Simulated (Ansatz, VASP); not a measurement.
# TaAs in VASP and in Ansatz

The input INCAR:

```
ALGO     = Normal         # electronic algorithm
EDIFF    = 1E-6           # SCF threshold, eV
ENCUT    = 520            # plane-wave cutoff, eV
GGA      = PE             # functional
ISIF     = 2              # what is computed and relaxed
ISMEAR   = 0              # smearing method
LASPH    = T              # aspherical terms in the spheres
LCHARG   = F              # write CHGCAR
LREAL    = F              # projectors in reciprocal space
LWAVE    = F              # write WAVECAR
NBANDS   = 24             # bands
NELM     = 100            # most SCF steps
PREC     = Accurate       # precision mode
SIGMA    = 0.05           # smearing width, eV
```

KPOINTS

```
k-points
0
Gamma
  10 10 10
```

POSCAR

```
TaAs
1.0
    0.0000000000     -3.4436267244      0.0000000000
    3.4436267244      0.0000000000      0.0000000000
   -1.7218133622      1.7218133622      5.8679415361
Ta As
2 2
Direct
    0.4999673000      0.9999673000      0.9999346000
    0.7499673000      0.7499673000      0.4999346000
    0.0826321200      0.5826321200      0.1652642400
    0.3326321200      0.3326321200      0.6652642400
```

Input for Ansatz:

```yaml
crystal:
  lattice:
    - [0.0, -3.4436267244, 0.0]
    - [3.4436267244, 0.0, 0.0]
    - [-1.7218133622, 1.7218133622, 5.8679415361]
  atoms:
    - { symbol: Ta, position: [0.4999673, 0.9999673, 0.9999346] }
    - { symbol: Ta, position: [0.7499673, 0.7499673, 0.4999346] }
    - { symbol: As, position: [0.08263212, 0.58263212, 0.16526424] }
    - { symbol: As, position: [0.33263212, 0.33263212, 0.66526424] }
basis:
  ecutwfc: 420
  fft_grid_basis: typed
kpoints:
  mp_grid: { grid: [10, 10, 10] }
hamiltonian:
  xc: pbe
  pseudopotentials: { kind: paw }
scf:
  occupations: { method: gaussian, width: 0.05 }
output:
  forces: true
  stress: true
  eigenvalues: true
  bader: true
  write_density: true
  volumetric_format: npy
  elf: true
```

Alike in both runs: task single point; functional PBE; k mesh 10 × 10 × 10; occupations gaussian, width 0.05 eV; no spin polarisation.

|  | VASP | Ansatz |
| --- | --- | --- |
| version | VASP 6.6.1 | Ansatz 0.2.0 |
| potentials or method | VASP PAW PBE potentials, release 64 (Ta_pv, As), cutoff 520 eV | scalar-relativistic, plane waves, PAW |
| valence electrons in the cell | 32 | 56 |

```tsv
	VASP	Ansatz	Ansatz less VASP
gap on the k mesh at the Fermi level (eV)	0.05	0.05	+0.008
pressure (GPa)	2.6	2.1	-0.47
traceless stress, the component that is largest in VASP (GPa)	-0.62	-0.55	+0.069
rms of the force components (eV/Å)	0.017	0.016	-0.0010
```

Atom by atom the forces differ by 0.001 eV/Å (rms over components). VASP's potentials hold 32 valence electrons a cell and Ansatz's 56, so a difference there can come from the potentials and not from the codes.

Spin-orbit coupling is off throughout.
